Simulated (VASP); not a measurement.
A run of VASP 6.6.1 is set up as follows.

File INCAR:

```
ALGO = Normal ; EDIFF = 1E-7
EDIFFG = -0.01 ; ENCUT = 500
GGA = PE ; GGA_COMPAT = False
IBRION = 2 ; ISIF = 3
ISMEAR = -1 ; LASPH = True
LCHARG = False ; LREAL = False
LWAVE = False ; NELM = 120
NELMIN = 4 ; NSW = 60
PREC = Accurate ; PSTRESS = 200.0
SIGMA = 0.05
```

Contents of KPOINTS:

```
k-points
0
Gamma
  13 13 13
```

Contents of POSCAR:

```
Br
1.0
   -1.4234917050      1.4234917050      3.5775173700
    1.4234917050     -1.4234917050      3.5775173700
    1.4234917050      1.4234917050     -3.5775173700
Br
1
Direct
    0.0000000000      0.0000000000      0.0000000000
```

Potentials or basis: VASP PAW PBE potentials, release 64 (Br).

The run is started by

```bash
$ cat potpaw_PBE.64/Br/POTCAR > POTCAR
$ mpirun -np 1 vasp_std > vasp.out
```

Question: Estimate the relaxed volume.

Answer: 20.24 Å³/atom.

Question: What does it give for the space group after relaxing (to 0.05 Å)?

Answer: I4/mmm (No. 139).

Final structure:
```
Br
1.0
    -1.34221    1.34221    2.80833
     1.34221   -1.34221    2.80833
     1.34221    1.34221   -2.80833
Br
1
Direct
  0.00000 0.00000 0.00000
```

Caveat: the cell is relaxed towards a set pressure, so the enthalpy falls and the energy may rise; the volume moved by over 15 % at a fixed basis, so the end points are rough; an odd number of electrons without spin polarisation forces a metal; a magnetic or distorted state may lie lower.
